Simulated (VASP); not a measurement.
Set up this calculation in VASP 6.6.1, as the native input.

* Task: single point
* Functional: PBE
* Potentials or basis: VASP PAW PBE potentials, release 64 (Hf_pv, Si, O)
* Cutoff: 520 eV
* k mesh: 6 × 6 × 6
* Occupations: gaussian, width 0.1 eV
* Spin: no spin polarisation
* Dipole correction: no
* Further INCAR settings: ALGO = Normal; EDIFF = 1e-06; NBANDS = 53

The structure of Hf3SiO8 lies in POSCAR:

```
Hf3SiO8
1.0
   -2.6365257000      2.6365257000      5.2730514100
    2.6365257000     -2.6365257000      5.2730514100
    2.6365257000      2.6365257000     -5.2730514100
Hf Si O
3 1 8
Direct
    0.7500000000      0.2500000000      0.5000000000
    0.5000000000      0.5000000000      0.0000000000
    0.2500000000      0.7500000000      0.5000000000
    0.0000000000      0.0000000000      0.0000000000
    0.3750000000      0.3750000000      0.5000000000
    0.1250000000      0.6250000000      0.0000000000
    0.8750000000      0.8750000000      0.5000000000
    0.6250000000      0.1250000000      0.0000000000
    0.6250000000      0.6250000000      0.5000000000
    0.3750000000      0.8750000000      0.0000000000
    0.1250000000      0.1250000000      0.5000000000
    0.8750000000      0.3750000000      0.0000000000
```

The input as run:

INCAR

```
ALGO = Normal ; EDIFF = 1E-6
ENCUT = 520 ; GGA = PE
ISIF = 2 ; ISMEAR = 0
LASPH = True ; LCHARG = False
LREAL = False ; LWAVE = False
NBANDS = 53 ; NELM = 80
PREC = Accurate ; SIGMA = 0.1
```

KPOINTS

```
k-points
0
Gamma
  6 6 6
```

Potentials or basis: VASP PAW PBE potentials, release 64 (Hf_pv, Si, O).

The run is started by

```console
$ cat potpaw_PBE.64/Hf_pv/POTCAR potpaw_PBE.64/Si/POTCAR potpaw_PBE.64/O/POTCAR > POTCAR
$ mpirun -np 1 vasp_std > vasp.out
```

Results of the run:

```yaml
Pressure: -27.2 GPa
Largest_force: 0.548 eV/Å
Band_gap_on_the_k_mesh: zero (filled and empty bands touch)
```

Caveat: the cell stands under tension; spin-orbit coupling is left out, which moves the levels of the heavy elements.

Wall time 8.8 min on 1 thread of AMD EPYC 7R43 64-Core Processor (Zen 3), with other jobs on the host, peak memory 0.38 GiB.
